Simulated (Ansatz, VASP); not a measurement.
# TePtSe3 in VASP and in Ansatz

```xyz
10
Lattice="4.9517 0.0000 0.0000 0.0000 4.9517 0.0000 0.0000 0.0000 13.2000" Properties=species:S:1:pos:R:3 pbc="T T T"
Te    4.9517    0.0000    5.7891
Te    4.9517    0.0000   12.3891
Pt    2.4758    2.4758    1.1041
Pt    2.4758    2.4758    7.7041
Se    4.9517    0.0000    3.3763
Se    0.0000    0.0000    9.9762
Se    0.0000    2.4758    0.6661
Se    0.0000    2.4758    7.2661
Se    2.4758    0.0000    0.6661
Se    2.4758    0.0000    7.2661
```

Alike in both runs: task single point; functional PBE; k mesh 4 × 4 × 2; occupations gaussian, width 0.2 eV; no spin polarisation.

|  | VASP | Ansatz |
| --- | --- | --- |
| version | VASP 6.6.1 | Ansatz 0.2.0 |
| potentials or method | VASP PAW PBE potentials, release 64 (Te, Pt, Se), cutoff 520 eV | scalar-relativistic, plane waves, PAW |
| valence electrons in the cell | 68 | 164 |

|  | VASP | Ansatz | Ansatz less VASP |
| --- | --- | --- | --- |
| gap on the k mesh at the Fermi level (eV) | none | none | - |
| pressure (GPa) | -0.1 | -0.1 | 0.00 |
| traceless stress, the component that is largest in VASP (GPa) | -0.66 | -0.69 | -0.035 |
| rms of the force components (eV/Å) | 0.160 | 0.159 | -0.0008 |

Atom by atom the forces differ by 0.011 eV/Å (rms over components). A gap of «none» marks a metal or a gap that the smearing closes. The functional is the same, so the differences come from potentials, cutoffs and numerics. VASP's potentials hold 68 valence electrons a cell and Ansatz's 164, so a difference there can come from the potentials and not from the codes.

Spin-orbit coupling is off throughout.
